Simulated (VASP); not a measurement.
Input of a VASP 6.6.1 run:

The input INCAR:

```
SYSTEM = SmSi4
  PREC = Accurate
  ENCUT = 500
  EDIFF = 1E-6
  ISMEAR = 0
  SIGMA = 0.1
  LREAL = .FALSE.
  LASPH = .TRUE.
  NELM = 200
  ALGO = Normal
  ISIF = 2
  LWAVE = .FALSE.
  LCHARG = .FALSE.
  GGA = PE
  NBANDS = 22
  GGA_COMPAT = .FALSE.
  LMAXMIX = 6
```

The input KPOINTS:

```
Automatic mesh
0
G
  6 6 2
  0 0 0
```

The input POSCAR:

```
SmSi4
1.0
    3.5980920300      0.0000000000      0.0000000000
   -1.7990460200      3.1160391000      0.0000000000
    0.0000000000      0.0000000000      8.6387361700
Sm Si
1 4
Direct
    0.0000000000      0.0000000000      0.5000000000
    0.6666666700      0.3333333300      0.1831994700
    0.6666666700      0.3333333300      0.8168005300
    0.0000000000      0.0000000000      0.0000000000
    0.6666666700      0.3333333300      0.0000000000
```

Potentials or basis: VASP PAW PBE potentials, release 64 (Sm_3, Si), 4f in core.

Launch:

```console
$ cat potpaw_PBE.64/Sm_3/POTCAR potpaw_PBE.64/Si/POTCAR > POTCAR
$ mpirun -np 1 vasp_std > vasp.out
```

**Question.** Predict the band gap on the k mesh.

**Answer.** Zero (an odd number of electrons rules out a gap without spin polarisation).

**Question.** Predict the largest force.

**Answer.** 33.190 eV/Å.

**Question.** Predict the pressure.

**Answer.** 65.3 GPa.

Stress tensor (GPa, compression positive):
```
 18.42   0.00   0.00
  0.00  18.42   0.00
  0.00   0.00 159.14
```

Caveat: the k points lie up to 0.36 Å⁻¹ apart, too coarse for converged energies and pressures of a metal; spin-orbit coupling is left out, which moves the levels of the heavy elements; the 4f electrons are frozen in the core, so they carry no moment and show no levels; forces of over 1 eV/Å act on the atoms, so gaps and moduli don't describe the material at rest. Spin polarisation is off, so any magnetic state and its effect on volume and gap are missing.
